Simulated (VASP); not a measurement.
# CaS (Oldhamite) (Fm-3m) in VASP: single point with PBE

Aim: the single point of CaS (Oldhamite) with PBE.

All numbers are computed with VASP 6.6.1; they aren't measurements. Logs are shortened: lines on timing, memory, paths and dates and some standing lists are left out, and cuts for length are marked.

**1. The cell of the first run**

It takes space group Fm-3m (No. 225, cubic). The conventional cell has a = 5.599 Å, b = 5.599 Å, c = 5.599 Å, α = 90.00°, β = 90.00°, γ = 90.00°. Ca (site symmetry m-3m) has 6 S at 2.80 Å within 3.7 Å. S (site symmetry m-3m) has 6 Ca at 2.80 Å within 3.7 Å.

**2. Single point, PBE (volume changed by -5%)**

INCAR reads:

```
ALGO = Normal
EDIFF = 1E-6
ENCUT = 500
GGA = PE
GGA_COMPAT = F
ISIF = 2
ISMEAR = 0
LASPH = T
LCHARG = F
LREAL = F
LWAVE = F
NBANDS = 15
NELM = 120
PREC = Accurate
SIGMA = 0.01
```

KPOINTS reads:

```
k-points
0
Gamma
  6 6 6
```

POSCAR reads:

```
CaS
1.0
    0.0000000000      2.7996563190      2.7996563190
    2.7996563190      0.0000000000      2.7996563190
    2.7996563190      2.7996563190      0.0000000000
Ca S
1 1
Direct
    0.0000000000      0.0000000000      0.0000000000
    0.5000000000      0.5000000000      0.5000000000
```

Potentials or basis: VASP PAW PBE potentials, release 64 (Ca_sv, S).

Command:

```
> cat potpaw_PBE.64/Ca_sv/POTCAR potpaw_PBE.64/S/POTCAR > POTCAR
> mpirun -np 1 vasp_std > vasp.out
```

OUTCAR:

```text
EDIFF = 1E-6
   ENCUT = 500
   GGA = PE
   ISIF = 2
   ISMEAR = 0
   LASPH = T
   LREAL = F
   NELM = 120
   PREC = Accurate

 ion  position               nearest neighbor table
   1  0.000  0.000  0.000-   2 2.80   2 2.80   2 2.80   2 2.80   2 2.80   2 2.80
   2  0.500  0.500  0.500-   1 2.80   1 2.80   1 2.80   1 2.80   1 2.80   1 2.80

  LATTYP: Found a face centered cubic cell.
 ALAT       =     5.5993126380

  Lattice vectors:

 A1 = (   0.0000000000,   2.7996563190,   2.7996563190)
 A2 = (   2.7996563190,   0.0000000000,   2.7996563190)
 A3 = (   2.7996563190,   2.7996563190,   0.0000000000)

Analysis of symmetry for initial positions (statically):
=====================================================================
 Subroutine PRICEL returns:
 Original cell was already a primitive cell.

 Routine SETGRP: Setting up the symmetry group for a
 face centered cubic supercell.

 Subroutine GETGRP returns: Found 48 space group operations
 (whereof 48 operations were pure point group operations)
 out of a pool of 48 trial point group operations.

The static configuration has the point symmetry O_h .

Analysis of symmetry for dynamics (positions and initial velocities):
=====================================================================
 Subroutine PRICEL returns:
 Original cell was already a primitive cell.

 Routine SETGRP: Setting up the symmetry group for a
 face centered cubic supercell.

 Subroutine GETGRP returns: Found 48 space group operations
 (whereof 48 operations were pure point group operations)
 out of a pool of 48 trial point group operations.

The dynamic configuration has the point symmetry O_h .

 Subroutine INISYM returns: Found 48 space group operations
 (whereof 48 operations are pure point group operations),
 and found     1 'primitive' translations

----------------------------------------------------------------------------------------

                                     Primitive cell

  volume of cell :      43.8878

  direct lattice vectors                    reciprocal lattice vectors
     0.000000000  2.799656319  2.799656319    -0.178593350  0.178593350  0.178593350
     2.799656319  0.000000000  2.799656319     0.178593350 -0.178593350  0.178593350
     2.799656319  2.799656319  0.000000000     0.178593350  0.178593350 -0.178593350

  length of vectors
     3.959311936  3.959311936  3.959311936     0.309332756  0.309332756  0.309332756

  position of ions in fractional coordinates (direct lattice)
     0.000000000  0.000000000  0.000000000
     0.500000000  0.500000000  0.500000000

  ion indices of the primitive-cell ions
   primitive index   ion index
                 1           1
                 2           2

----------------------------------------------------------------------------------------

 KPOINTS: k-points

Automatic generation of k-mesh.
 Grid dimensions read from file:
 generate k-points for:    6    6    6

 Generating k-lattice:

  Cartesian coordinates                     Fractional coordinates (reciprocal lattice)
    -0.029765558  0.029765558  0.029765558     0.166666667  0.000000000  0.000000000
     0.029765558 -0.029765558  0.029765558     0.000000000  0.166666667  0.000000000
     0.029765558  0.029765558 -0.029765558     0.000000000  0.000000000  0.166666667

  Length of vectors
     0.051555459  0.051555459  0.051555459

  Shift w.r.t. Gamma in fractional coordinates (k-lattice)
     0.000000000  0.000000000  0.000000000

 Subroutine IBZKPT returns following result:
 ===========================================

 Found     16 irreducible k-points:

 Following reciprocal coordinates:
            Coordinates               Weight
  0.000000  0.000000  0.000000      1.000000
  0.166667  0.000000  0.000000      8.000000
  0.333333  0.000000  0.000000      8.000000
  0.500000  0.000000  0.000000      4.000000
  0.166667  0.166667  0.000000      6.000000
  0.333333  0.166667  0.000000     24.000000
[... 8 lines left out ...]
 -0.333333  0.333333  0.166667     24.000000
 -0.333333  0.500000  0.166667     12.000000
   k-points           NKPTS =     16   k-points in BZ     NKDIM =     16   number of bands    NBANDS=     15
   number of dos      NEDOS =    301   number of ions     NIONS =      2
   total plane-waves  NPLWV =  27000
   dimension x,y,z NGX =    30 NGY =   30 NGZ =   30
   dimension x,y,z NGXF=    60 NGYF=   60 NGZF=   60
   ions per type =               1   1
   NGX,Y,Z   is equivalent  to a cutoff of  12.60, 12.60, 12.60 a.u.
   NGXF,Y,Z  is equivalent  to a cutoff of  25.19, 25.19, 25.19 a.u.
 SYSTEM =  unknown system
   PREC   = accura    normal or accurate (medium, high low for compatibility)
   ISTART =      0    job   : 0-new  1-cont  2-samecut
   ICHARG =      2    charge: 1-file 2-atom 10-const
   ISPIN  =      1    spin polarized calculation?
   LNONCOLLINEAR =      F non collinear calculations
   LSORBIT =      F    spin-orbit coupling
   LASPH  =      T    aspherical Exc in radial PAW
   ENCUT  =  500.0 eV  36.75 Ry    6.06 a.u.   7.22  7.22  7.22*2*pi/ulx,y,z
   NELM   =    120;   NELMIN=  2; NELMDL= -5     # of ELM steps
   EDIFF  = 0.1E-05   stopping-criterion for ELM
   LREAL  =      F    real-space projection
   EDIFFG = 0.1E-04   stopping-criterion for IOM
   NSW    =      0    number of steps for IOM
   IBRION =     -1    ionic relax: 0-MD 1-quasi-New 2-CG
   NFREE  =      0    steps in history (QN), initial steepest desc. (CG)
   ISIF   =      2    stress and relaxation
   ISYM   =      2    0-nonsym 1-usesym 2-fastsym
   POTIM  = 0.5000    time-step for ionic-motion
   TEBEG  =    0.0;   TEEND  =   0.0 temperature during run
   PSTRESS=    0.0 pullay stress
   NELECT =      16.0000    total number of electrons
   NUPDOWN=      -1.0000    fix difference up-down
   EMIN   =  10.00;   EMAX   =-10.00  energy-range for DOS
   EFERMI =   0.00;   METHOD = LEGACY
   ISMEAR =     0;   SIGMA  =   0.01  broadening in eV -4-tet -1-fermi 0-gaus
   EFERMI_NEDOS =   21; number of points for ismear=-14 and -15
   IALGO  =     38    algorithm
   IMIX   =      4    mixing-type and parameters
     AMIX     =   0.40;   BMIX     =  1.00
     AMIX_MAG =   1.60;   BMIX_MAG =  1.00
  volume/ion in A,a.u.               =      21.94       148.08
  Fermi-wavevector in a.u.,A,eV,Ry     =   1.169500  2.210034 18.609089  1.367729
  Thomas-Fermi vector in A             =   2.305972
   LORBIT       =      0    0 simple, 1 ext, 2 COOP (PROOUT), +10 PAW based schemes
   GGA     = PE    functional components
   LHFCALC =     F    Hartree Fock is set to
   AEXX    =    0.0000 exact exchange contribution
   IVDW    =     0    specifies the selected vdW correction
   LEPSILON=     F    determine dielectric tensor
   LRPA    =     F    only Hartree local field effects (RPA)
 non-spin polarized calculation
 Gauss-broadening in eV      SIGMA  =   0.01
  energy-cutoff  :      500.00
  volume of cell :       43.89
 maximum number of plane-waves:      1139
 NGX is ok and might be reduce to    30
   NGX = 15   NGY = 15   NGZ = 15

 number of electron      15.9999998 magnetization

 Free energy of the ion-electron system (eV)
  ---------------------------------------------------
  ext. energy  EPLUGINS =         0.00000000
  ---------------------------------------------------
  free energy    TOTEN  =       -10.32966586 eV

  energy without entropy =      -10.32966586  energy(sigma->0) =      -10.32966586

 E-fermi :   3.1697     XC(G=0):  -9.5365

 val. band max:        3.1006097530   @ k =   0.0000   0.0000   0.0000
 cond. band min:       5.3331579428   @ k =   0.5000   0.5000   0.0000
 fundamental gap:      2.2325481898
 Fermi energy:         3.1697318493

 k-point     1 :       0.0000    0.0000    0.0000
  band No.  band energies     occupation
      1     -35.9255      2.00000
      2     -16.9118      2.00000
      3     -16.9118      2.00000
      4     -16.9118      2.00000
      5      -8.3989      2.00000
      6       3.1006      2.00000
      7       3.1006      2.00000
      8       3.1006      2.00000
      9       7.2498      0.00000
     10       7.2498      0.00000
     11       7.2498      0.00000
     12       7.5743      0.00000
     13       7.8888      0.00000
     14       7.8888      0.00000
     15      14.0813      0.00000

 k-point     2 :       0.1667    0.0000    0.0000
  band No.  band energies     occupation
      1     -35.9218      2.00000
      2     -16.9663      2.00000
      3     -16.9158      2.00000
      4     -16.9158      2.00000
      5      -8.1876      2.00000
      6       2.0051      2.00000
      7       2.6934      2.00000
      8       2.6934      2.00000
      9       7.3055      0.00000
     10       7.6664      0.00000
     11       7.6664      0.00000
     12       8.6530      0.00000
     13       8.6530      0.00000
     14       8.7998      0.00000
     15      14.2227      0.00000

 k-point     3 :       0.3333    0.0000    0.0000
  band No.  band energies     occupation
      1     -35.9143      2.00000
      2     -17.0716      2.00000
      3     -16.9237      2.00000
      4     -16.9237      2.00000
      5      -7.7280      2.00000
      6       0.4720      2.00000
      7       2.0830      2.00000
      8       2.0830      2.00000
      9       7.6961      0.00000
     10       8.6665      0.00000
     11       8.6665      0.00000
     12      10.0524      0.00000
     13      10.2878      0.00000
     14      10.2878      0.00000
     15      13.7314      0.00000
[... 199 lines left out ...]
 k-point    15 :      -0.3333    0.3333    0.1667
  band No.  band energies     occupation
      1     -35.9070      2.00000
      2     -17.0580      2.00000
      3     -16.9955      2.00000
      4     -16.9572      2.00000
      5      -7.5509      2.00000
      6       0.6451      2.00000
      7       1.3584      2.00000
      8       1.7681      2.00000
      9       8.0584      0.00000
     10       8.1857      0.00000
     11       9.7679      0.00000
     12       9.9488      0.00000
     13       9.9614      0.00000
     14      12.0329      0.00000
     15      12.8365      0.00000

 k-point    16 :      -0.3333    0.5000    0.1667
  band No.  band energies     occupation
      1     -35.9059      2.00000
      2     -17.0409      2.00000
      3     -16.9949      2.00000
      4     -16.9822      2.00000
      5      -7.6134      2.00000
      6       0.9409      2.00000
      7       1.6168      2.00000
      8       1.6284      2.00000
      9       6.7459      0.00000
     10       9.1396      0.00000
     11       9.1535      0.00000
     12       9.8478      0.00000
     13      10.0997      0.00000
     14      11.2847      0.00000
     15      13.4058      0.00000

------------------------ aborting loop because EDIFF is reached ----------------------------------------

  FORCE on cell =-STRESS in cart. coord.  units (eV):
  Direction    XX          YY          ZZ          XY          YZ          ZX
  --------------------------------------------------------------------------------------
  -------------------------------------------------------------------------------------
  Total        1.1073469      1.1073469      1.1073469     -0.0000000     -0.0000000     -0.0000000
  in kB       40.4250087     40.4250087     40.4250087     -0.0000000     -0.0000000     -0.0000000
  external PRESSURE =      40.4250087 kB  Pullay stress =       0.0000000 kB

 VOLUME and BASIS-vectors are now :
 -----------------------------------------------------------------------------
  energy-cutoff  :      500.00
  volume of cell :       43.89
      direct lattice vectors                 reciprocal lattice vectors
     0.000000000  2.799656319  2.799656319    -0.178593350  0.178593350  0.178593350
     2.799656319  0.000000000  2.799656319     0.178593350 -0.178593350  0.178593350
     2.799656319  2.799656319  0.000000000     0.178593350  0.178593350 -0.178593350

 POSITION                                       TOTAL-FORCE (eV/Angst)
 -----------------------------------------------------------------------------------
      0.00000      0.00000      0.00000         0.000000      0.000000     -0.000000
      2.79966      2.79966      2.79966        -0.000000     -0.000000      0.000000
 -----------------------------------------------------------------------------------
    total drift:                               -0.000000      0.000000      0.000000

  FREE ENERGIE OF THE ION-ELECTRON SYSTEM (eV)
  ---------------------------------------------------
  free  energy   TOTEN  =       -10.3296658584 eV

  energy  without entropy=      -10.3296658584  energy(sigma->0) =      -10.32966586
```

Run time: 25 s. Hardware: 1 thread of Intel Xeon 8259CL, shared host; peak memory 0.16 GiB.

Results:

```yaml
Free_energy: -10.3297 eV
Pressure: 4.0 GPa
Band_gap_on_the_k_mesh: 2.23 eV, indirect (least direct gap 3.07 eV)
```

Levels at points of the mesh, in eV from the valence-band top:
```csv
k point,band 6,band 7,band 8,band 9,band 10,band 11
"(0.00, 0.00, 0.00)",0.00,0.00,0.00,4.15,4.15,4.15
"(0.50, 0.00, 0.00)",-3.28,-1.27,-1.27,5.32,6.23,6.36
"(0.50, 0.50, 0.00)",-2.38,-0.84,-0.84,2.23,5.70,6.28
```
